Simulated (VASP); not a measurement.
InAs: single point with LDA

System: InAs, a slab with vacuum.

```
In As
1.0
     4.26177    0.00000    0.00000
     0.00000    6.02706    0.00000
     0.00000    0.00000   20.26180
In As
3 3
Direct
  0.25000 0.08848 0.41416
  0.75000 0.67281 0.50002
  0.25000 0.08852 0.58582
  0.75000 0.86859 0.38258
  0.25000 0.41293 0.49998
  0.75000 0.86868 0.61744
```

- Program: VASP 6.6.1
- Task: single point
- Functional: LDA
- Potentials or basis: VASP PAW LDA potentials, release 64 (In_d, As)
- Cutoff: 520 eV
- k mesh: 6 × 5 × 1
- Occupations: fermi-dirac, width 0.02 eV
- Spin: no spin polarisation
- Dipole correction: yes
- Further INCAR settings: ALGO = Normal; EDIFF = 1e-07; NBANDS = 36

```
Largest force          : 0.033 eV/Å
Band gap on the k mesh : 0.27 eV (least direct gap 0.81 eV)
```

Forces in eV/Å, atoms in the order of the input:
```
In   0.000  0.006 -0.003
In   0.000 -0.005 -0.001
In   0.000  0.007  0.003
As   0.000 -0.010 -0.031
As   0.000  0.013  0.001
As   0.000 -0.010  0.031
```

Levels at points of the mesh, in eV from the valence-band top:
| k point | band 24 | band 25 | band 26 | band 27 | band 28 | band 29 | band 30 | band 31 |
| --- | --- | --- | --- | --- | --- | --- | --- | --- |
| (0.00, 0.00, 0.00) | -1.01 | -0.78 | -0.76 | 0.00 | 0.81 | 1.62 | 2.17 | 2.57 |
| (0.50, 0.00, 0.00) | -1.69 | -1.42 | -1.40 | -0.70 | 0.27 | 1.88 | 2.38 | 2.81 |

Run time: 7.7 min on 1 thread of Intel(R) Xeon(R) 6975P-C (Granite Rapids), with other jobs on the host, peak memory 0.51 GiB.

Caveat: spin-orbit coupling is left out, which moves the levels of the heavy elements.
